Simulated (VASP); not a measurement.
Input of a VASP 6.6.1 run:

Contents of INCAR:

```
SYSTEM = S
ALGO = Normal
EDIFF = 1E-7
ENCUT = 520
GGA = PE
ISIF = 2
ISMEAR = -1
LASPH = .True.
LCHARG = .True.
LELF = .True.
LREAL = .False.
LVHAR = .True.
LWAVE = .False.
NBANDS = 13
NELM = 80
PREC = Accurate
SIGMA = 0.08
```

The input KPOINTS:

```
k-points
0
Gamma
  18 18 18
  0 0 0
```

The input POSCAR:

```
S
1.0
   -2.2674139996      2.2674139996      1.1441306237
    2.2674139996     -2.2674139996      1.1441306237
    2.2674139996      2.2674139996     -1.1441306237
S
2
Direct
   -0.3750000000     -0.1250000000     -0.2500000000
    0.3750000000      0.1250000000      0.2500000000
```

Potentials or basis: VASP PAW PBE potentials, release 64 (S).

Run with:

```bash
$ cat potpaw_PBE.64/S/POTCAR > POTCAR
$ mpirun -np 1 vasp_std > vasp.out
```

Question: Predict the pressure.

Answer: 57.5 GPa.

Question: Predict the band gap on the k mesh.

Answer: Zero (bands 6 and 7 overlap by 7.07 eV).

Stress tensor (GPa, compression positive):
```
57.57  0.00  0.00
 0.00 57.57  0.00
 0.00  0.00 57.31
```

Caveat: the cell stands under pressure.
